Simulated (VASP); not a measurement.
# Ti (P6_3/mmc) in VASP: single point with r2SCAN

Aim: the single point of Ti with r2SCAN.

All numbers are computed with VASP 6.6.1; they aren't measurements. Logs are shortened: lines on timing, memory, paths and dates and some standing lists are left out, and cuts for length are marked.

### Step 1. The cell of the first run

The structure is hexagonal, space group P6_3/mmc (No. 194). Conventional cell: a = 2.950 Å, b = 2.950 Å, c = 4.686 Å, α = 90.00°, β = 90.00°, γ = 120.00°. Ti (site symmetry -6m2) has 12 Ti at 2.90 to 2.95 Å within 3.8 Å.

### Step 2. Single point, r2SCAN

The input, POSCAR:

```
Ti
1.0
    2.9499978604      0.0000000000      0.0000000000
   -1.4749989302      2.5547730882      0.0000000000
    0.0000000000      0.0000000000      4.6860000000
Ti
2
Direct
    0.3333333333      0.6666666667      0.2500000000
    0.6666666667      0.3333333333      0.7500000000
```

The input, INCAR.step1:

```
SYSTEM = Ti
ALGO     = Normal         ! electronic algorithm
EDIFF    = 1E-4           ! SCF threshold, eV
ENCUT    = 520            ! plane-wave cutoff, eV
GGA      = PE             ! functional
ISMEAR   = 0              ! smearing method
LASPH    = .TRUE.         ! aspherical terms in the spheres
LCHARG   = .FALSE.        ! write CHGCAR
LREAL    = .FALSE.        ! projectors in reciprocal space
LWAVE    = .TRUE.         ! write WAVECAR
NBANDS   = 19             ! bands
NELM     = 60             ! most SCF steps
PREC     = Accurate       ! precision mode
SIGMA    = 0.1            ! smearing width, eV
```

The input, INCAR.step2:

```
SYSTEM = Ti
ALGO     = Normal         ! electronic algorithm
EDIFF    = 1E-6           ! SCF threshold, eV
ENCUT    = 520            ! plane-wave cutoff, eV
ISIF     = 2              ! what is computed and relaxed
ISMEAR   = 0              ! smearing method
ISTART   = 1            
LASPH    = .TRUE.         ! aspherical terms in the spheres
LCHARG   = .FALSE.        ! write CHGCAR
LMIXTAU  = .TRUE.       
LREAL    = .FALSE.        ! projectors in reciprocal space
LWAVE    = .FALSE.        ! write WAVECAR
METAGGA  = R2SCAN         ! meta-GGA
NBANDS   = 19             ! bands
NELM     = 60             ! most SCF steps
PREC     = Accurate       ! precision mode
SIGMA    = 0.1            ! smearing width, eV
```

The input, KPOINTS:

```
k-points
0
G
  6 6 4
  0 0 0
```

Potentials or basis: VASP PAW PBE potentials, release 64 (Ti_sv).

The run is started by

```
> cat potpaw_PBE.64/Ti_sv/POTCAR > POTCAR
> cp INCAR.step1 INCAR
> mpirun -np 1 vasp_std > vasp.out
> cp INCAR.step2 INCAR
> mpirun -np 1 vasp_std > vasp.out
```

OUTCAR:

```text
SYSTEM = Ti
   EDIFF = 1E-6
   ENCUT = 520
   ISIF = 2
   ISMEAR = 0
   ISTART = 1
   LASPH = .TRUE.
   LREAL = .FALSE.
   METAGGA = R2SCAN
   NELM = 60
   PREC = Accurate

 ion  position               nearest neighbor table
   1  0.333  0.667  0.250-   2 2.90   2 2.90   2 2.90   2 2.90   2 2.90   2 2.90
   2  0.667  0.333  0.750-   1 2.90   1 2.90   1 2.90   1 2.90   1 2.90   1 2.90

  LATTYP: Found a hexagonal cell.
 ALAT       =     2.9499978604
 C/A-ratio  =     1.5884757284

  Lattice vectors:

 A1 = (   2.9499978604,   0.0000000000,   0.0000000000)
 A2 = (  -1.4749989302,   2.5547730882,   0.0000000000)
 A3 = (   0.0000000000,   0.0000000000,   4.6860000000)

Analysis of symmetry for initial positions (statically):
=====================================================================
 Subroutine PRICEL returns:
 Original cell was already a primitive cell.

 Routine SETGRP: Setting up the symmetry group for a
 hexagonal supercell.

 Subroutine GETGRP returns: Found 24 space group operations
 (whereof 12 operations were pure point group operations)
 out of a pool of 24 trial point group operations.

The static configuration has the point symmetry D_3d.
 The point group associated with its full space group is D_6h.

Analysis of symmetry for dynamics (positions and initial velocities):
=====================================================================
 Subroutine PRICEL returns:
 Original cell was already a primitive cell.

 Routine SETGRP: Setting up the symmetry group for a
 hexagonal supercell.

 Subroutine GETGRP returns: Found 24 space group operations
 (whereof 12 operations were pure point group operations)
 out of a pool of 24 trial point group operations.

The dynamic configuration has the point symmetry D_3d.
 The point group associated with its full space group is D_6h.

 Subroutine INISYM returns: Found 24 space group operations
 (whereof 12 operations are pure point group operations),
 and found     1 'primitive' translations

----------------------------------------------------------------------------------------

                                     Primitive cell

  volume of cell :      35.3164

  direct lattice vectors                    reciprocal lattice vectors
     2.949997860  0.000000000  0.000000000     0.338983297  0.195712098  0.000000000
    -1.474998930  2.554773088  0.000000000     0.000000000  0.391424195  0.000000000
     0.000000000  0.000000000  4.686000000     0.000000000  0.000000000  0.213401622

  length of vectors
     2.949997860  2.949997860  4.686000000     0.391424195  0.391424195  0.213401622

  position of ions in fractional coordinates (direct lattice)
     0.333333333  0.666666667  0.250000000
     0.666666667  0.333333333  0.750000000

  ion indices of the primitive-cell ions
   primitive index   ion index
                 1           1
                 2           2

----------------------------------------------------------------------------------------

 KPOINTS: k-points

Automatic generation of k-mesh.
 Grid dimensions read from file:
 generate k-points for:    6    6    4

 Generating k-lattice:

  Cartesian coordinates                     Fractional coordinates (reciprocal lattice)
     0.056497216  0.032618683  0.000000000     0.166666667  0.000000000  0.000000000
     0.000000000  0.065237366  0.000000000     0.000000000  0.166666667  0.000000000
     0.000000000  0.000000000  0.053350405     0.000000000  0.000000000  0.250000000

  Length of vectors
     0.065237366  0.065237366  0.053350405

  Shift w.r.t. Gamma in fractional coordinates (k-lattice)
     0.000000000  0.000000000  0.000000000

 Subroutine IBZKPT returns following result:
 ===========================================

 Found     21 irreducible k-points:

 Following reciprocal coordinates:
            Coordinates               Weight
  0.000000  0.000000  0.000000      1.000000
  0.166667  0.000000  0.000000      6.000000
  0.333333  0.000000  0.000000      6.000000
  0.500000  0.000000  0.000000      3.000000
  0.166667  0.166667  0.000000      6.000000
  0.333333  0.166667  0.000000     12.000000
[... 13 lines left out ...]
  0.333333  0.166667  0.500000     12.000000
  0.333333  0.333333  0.500000      2.000000
   k-points           NKPTS =     21   k-points in BZ     NKDIM =     21   number of bands    NBANDS=     19
   number of dos      NEDOS =    301   number of ions     NIONS =      2
   total plane-waves  NPLWV =  20736
   dimension x,y,z NGX =    24 NGY =   24 NGZ =   36
   dimension x,y,z NGXF=    48 NGYF=   48 NGZF=   72
   ions per type =               2
   NGX,Y,Z   is equivalent  to a cutoff of  13.53, 13.53, 12.77 a.u.
   NGXF,Y,Z  is equivalent  to a cutoff of  27.05, 27.05, 25.54 a.u.
 SYSTEM =  Ti
   PREC   = accura    normal or accurate (medium, high low for compatibility)
   ISTART =      1    job   : 0-new  1-cont  2-samecut
   ICHARG =      0    charge: 1-file 2-atom 10-const
   ISPIN  =      1    spin polarized calculation?
   LNONCOLLINEAR =      F non collinear calculations
   LSORBIT =      F    spin-orbit coupling
   LASPH  =      T    aspherical Exc in radial PAW
   ENCUT  =  520.0 eV  38.22 Ry    6.18 a.u.   5.49  5.49  8.71*2*pi/ulx,y,z
   NELM   =     60;   NELMIN=  2; NELMDL=  0     # of ELM steps
   EDIFF  = 0.1E-05   stopping-criterion for ELM
   LREAL  =      F    real-space projection
   EDIFFG = 0.1E-04   stopping-criterion for IOM
   NSW    =      0    number of steps for IOM
   IBRION =     -1    ionic relax: 0-MD 1-quasi-New 2-CG
   NFREE  =      0    steps in history (QN), initial steepest desc. (CG)
   ISIF   =      2    stress and relaxation
   ISYM   =      2    0-nonsym 1-usesym 2-fastsym
   POTIM  = 0.5000    time-step for ionic-motion
   TEBEG  =    0.0;   TEEND  =   0.0 temperature during run
   PSTRESS=    0.0 pullay stress
   NELECT =      24.0000    total number of electrons
   NUPDOWN=      -1.0000    fix difference up-down
   EMIN   =  10.00;   EMAX   =-10.00  energy-range for DOS
   EFERMI =   0.00;   METHOD = LEGACY
   ISMEAR =     0;   SIGMA  =   0.10  broadening in eV -4-tet -1-fermi 0-gaus
   EFERMI_NEDOS =   21; number of points for ismear=-14 and -15
   IALGO  =     38    algorithm
   IMIX   =      4    mixing-type and parameters
     AMIX     =   0.40;   BMIX     =  1.00
     AMIX_MAG =   1.60;   BMIX_MAG =  1.00
  volume/ion in A,a.u.               =      17.66       119.16
  Fermi-wavevector in a.u.,A,eV,Ry     =   1.439306  2.719894 28.185854  2.071602
  Thomas-Fermi vector in A             =   2.558176
   LORBIT       =      0    0 simple, 1 ext, 2 COOP (PROOUT), +10 PAW based schemes
   METAGGA = R2SCAN    functional components
   LHFCALC =     F    Hartree Fock is set to
   AEXX    =    0.0000 exact exchange contribution
   IVDW    =     0    specifies the selected vdW correction
   LEPSILON=     F    determine dielectric tensor
   LRPA    =     F    only Hartree local field effects (RPA)
 non-spin polarized calculation
 Gauss-broadening in eV      SIGMA  =   0.10
  energy-cutoff  :      520.00
  volume of cell :       35.32
 maximum number of plane-waves:       966
 NGX is ok and might be reduce to    24
   NGX = 11   NGY = 11   NGZ = 17

 number of electron      24.0000001 magnetization

 Free energy of the ion-electron system (eV)
  ---------------------------------------------------
  ext. energy  EPLUGINS =         0.00000000
  ---------------------------------------------------
  free energy    TOTEN  =       -25.88742566 eV

  energy without entropy =      -25.87013749  energy(sigma->0) =      -25.87878158

 E-fermi :   8.2821     XC(G=0): -12.3119

 val. band max:        8.2766525437   @ k =   0.0000   0.0000   0.5000
 cond. band min:       8.3203176796   @ k =   0.3333   0.1667   0.5000
 fundamental gap:      0.0436651359
 Fermi energy:         8.2821155398

 k-point     1 :       0.0000    0.0000    0.0000
  band No.  band energies     occupation
      1     -51.0475      2.00000
      2     -50.9147      2.00000
      3     -26.5762      2.00000
      4     -25.9568      2.00000
      5     -25.9568      2.00000
      6     -25.8815      2.00000
[... 11 lines left out ...]
     18      10.0361      0.00000
     19      11.5462      0.00000

 k-point     2 :       0.1667    0.0000    0.0000
  band No.  band energies     occupation
      1     -51.0220      2.00000
      2     -50.9049      2.00000
      3     -26.5180      2.00000
      4     -26.0732      2.00000
      5     -25.9943      2.00000
      6     -25.9791      2.00000
[... 11 lines left out ...]
     18      10.0643      0.00000
     19      11.7251      0.00000

 k-point     3 :       0.3333    0.0000    0.0000
  band No.  band energies     occupation
      1     -50.9661      2.00000
      2     -50.8899      2.00000
      3     -26.3771      2.00000
      4     -26.3101      2.00000
      5     -26.2023      2.00000
      6     -26.0642      2.00000
[... 11 lines left out ...]
     18      11.1680      0.00000
     19      11.9121      0.00000

 k-point     4 :       0.5000    0.0000    0.0000
  band No.  band energies     occupation
      1     -50.9316      2.00000
      2     -50.8886      2.00000
      3     -26.4293      2.00000
      4     -26.3086      2.00000
      5     -26.2732      2.00000
      6     -26.0976      2.00000
[... 11 lines left out ...]
     18      11.9648      0.00000
     19      12.6432      0.00000

 k-point     5 :       0.1667    0.1667    0.0000
  band No.  band energies     occupation
      1     -50.9810      2.00000
      2     -50.8927      2.00000
      3     -26.4173      2.00000
      4     -26.1970      2.00000
      5     -26.1868      2.00000
      6     -26.0295      2.00000
[... 11 lines left out ...]
     18      11.1108      0.00000
     19      11.7824      0.00000
[... 268 lines left out ...]
      2     -50.9101      2.00000
      3     -26.4872      2.00000
      4     -26.4872      2.00000
      5     -26.0410      2.00000
      6     -26.0410      2.00000
[... 11 lines left out ...]
     18      11.8286      0.00000
     19      12.1118      0.00000

 k-point    19 :       0.1667    0.1667    0.5000
  band No.  band energies     occupation
      1     -50.9370      2.00000
      2     -50.9370      2.00000
      3     -26.3389      2.00000
      4     -26.3389      2.00000
      5     -26.0484      2.00000
      6     -26.0484      2.00000
[... 11 lines left out ...]
     18      11.4029      0.00000
     19      11.6897      0.00000

 k-point    20 :       0.3333    0.1667    0.5000
  band No.  band energies     occupation
      1     -50.9101      2.00000
      2     -50.9101      2.00000
      3     -26.4360      2.00000
      4     -26.4360      2.00000
      5     -26.1209      2.00000
      6     -26.1209      2.00000
[... 11 lines left out ...]
     18      11.6846      0.00000
     19      12.9116      0.00000

 k-point    21 :       0.3333    0.3333    0.5000
  band No.  band energies     occupation
      1     -50.9011      2.00000
      2     -50.9011      2.00000
      3     -26.4023      2.00000
      4     -26.4023      2.00000
      5     -26.2254      2.00000
      6     -26.2254      2.00000
[... 11 lines left out ...]
     18      11.4864      0.00000
     19      15.0937      0.00000

------------------------ aborting loop because EDIFF is reached ----------------------------------------

  FORCE on cell =-STRESS in cart. coord.  units (eV):
  Direction    XX          YY          ZZ          XY          YZ          ZX
  --------------------------------------------------------------------------------------
  -------------------------------------------------------------------------------------
  Total       -0.4360124     -0.4360124     -0.2547708     -0.0000000      0.0000000      0.0000000
  in kB      -19.7803102    -19.7803102    -11.5580318     -0.0000000      0.0000000      0.0000000
  external PRESSURE =     -17.0395507 kB  Pullay stress =       0.0000000 kB

 VOLUME and BASIS-vectors are now :
 -----------------------------------------------------------------------------
  energy-cutoff  :      520.00
  volume of cell :       35.32
      direct lattice vectors                 reciprocal lattice vectors
     2.949997860  0.000000000  0.000000000     0.338983297  0.195712098  0.000000000
    -1.474998930  2.554773088  0.000000000     0.000000000  0.391424195  0.000000000
     0.000000000  0.000000000  4.686000000     0.000000000  0.000000000  0.213401622

 POSITION                                       TOTAL-FORCE (eV/Angst)
 -----------------------------------------------------------------------------------
     -0.00000      1.70318      1.17150        -0.000000      0.000000      0.000000
      1.47500      0.85159      3.51450         0.000000      0.000000      0.000000
 -----------------------------------------------------------------------------------
    total drift:                               -0.000000      0.000000     -0.000000

  FREE ENERGIE OF THE ION-ELECTRON SYSTEM (eV)
  ---------------------------------------------------
  free  energy   TOTEN  =       -25.8874256633 eV

  energy  without entropy=      -25.8701374893  energy(sigma->0) =      -25.87878158
```

Run time: 81 s. Hardware: 1 thread of Intel Xeon 8259CL, shared host; peak memory 0.16 GiB.

What came out:

| Item | Value |
| --- | --- |
| Free energy | -25.8874 eV |
| Pressure | -1.7 GPa |
| Band gap on the k mesh | zero (band 12 reaches 9.08 eV, above the bottom of band 13 at 7.87 eV) |

Stress tensor (GPa, compression positive):
```
-1.98  0.00  0.00
 0.00 -1.98  0.00
 0.00  0.00 -1.16
```

Caveat: the k points lie up to 0.41 Å⁻¹ apart; the PAW data sets were made with another functional, which shifts forces and pressure a little.
